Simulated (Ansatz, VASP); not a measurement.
This is a calculation of BN for Ansatz 0.2.0.

The input input.yaml:

```yaml
crystal:
  lattice:
    - [1.2756598126, 0.7365025362, 3.4390871668]
    - [-1.2756598126, 0.7365025362, 3.4390871668]
    - [0.0, -1.4730050723, 3.4390871668]
  atoms:
    - { symbol: "N", position: [0.6672382, 0.6672382, 0.6672382] }
    - { symbol: B, position: [0.0003288, 0.0003288, 0.0003288] }
kpoints:
  mp_grid: { grid: [12, 12, 12] }
scf:
  occupations: { method: fermi_dirac, width: 0.05 }
hamiltonian:
  xc: pbe
  pseudopotentials: { kind: all_electron, lapw: { basis_error: 0.0005 } }
output:
  forces: true
  stress: true
  eigenvalues: true
```

Potentials or basis: all-electron LAPW, scalar-relativistic.

Launch:

```console
$ ansatz run input.yaml --threads 1 --pin off --max-ram 3072MiB --backend cpu --events-out ev --progress --plain --runs-dir out
```

Translate it to VASP 6.6.1. Potentials there: VASP PAW PBE potentials, release 64 (N, B).

As run (the cutoff follows the program's own potentials):

File INCAR:

```
ALGO = Normal
EDIFF = 1E-6
ENCUT = 520
GGA = PE
ISIF = 2
ISMEAR = -1
LASPH = True
LCHARG = True
LELF = True
LREAL = False
LVHAR = True
LWAVE = False
NBANDS = 11
NELM = 60
PREC = Accurate
SIGMA = 0.05
```

KPOINTS

```
k-points
0
Gamma
  12 12 12
```

Contents of POSCAR:

```
BN
1.0
    1.2756598126      0.7365025362      3.4390871668
   -1.2756598126      0.7365025362      3.4390871668
    0.0000000000     -1.4730050723      3.4390871668
N B
1 1
Direct
    0.6672382000      0.6672382000      0.6672382000
    0.0003288000      0.0003288000      0.0003288000
```

Potentials or basis: VASP PAW PBE potentials, release 64 (N, B).

The run is started by

```sh
$ cat potpaw_PBE.64/N/POTCAR potpaw_PBE.64/B/POTCAR > POTCAR
$ mpirun -np 1 vasp_std > vasp.out
```

Both were run:

|  | VASP | Ansatz | Ansatz less VASP |
| --- | --- | --- | --- |
| gap on the k mesh at the Fermi level (eV) | 4.20 | 4.20 | 0.000 |
| least direct gap on the mesh (eV) | 4.55 | 4.54 | -0.001 |
| pressure (GPa) | -9.3 | -9.4 | -0.09 |
| traceless stress, the component that is largest in VASP (GPa) | 10.95 | 11.18 | +0.222 |
| rms of the force components (eV/Å) | 0.004 | 0.004 | 0.0000 |

Atom by atom the forces differ by 0.000 eV/Å (rms over components). Ansatz ran all-electron here, and VASP with PAW potentials.
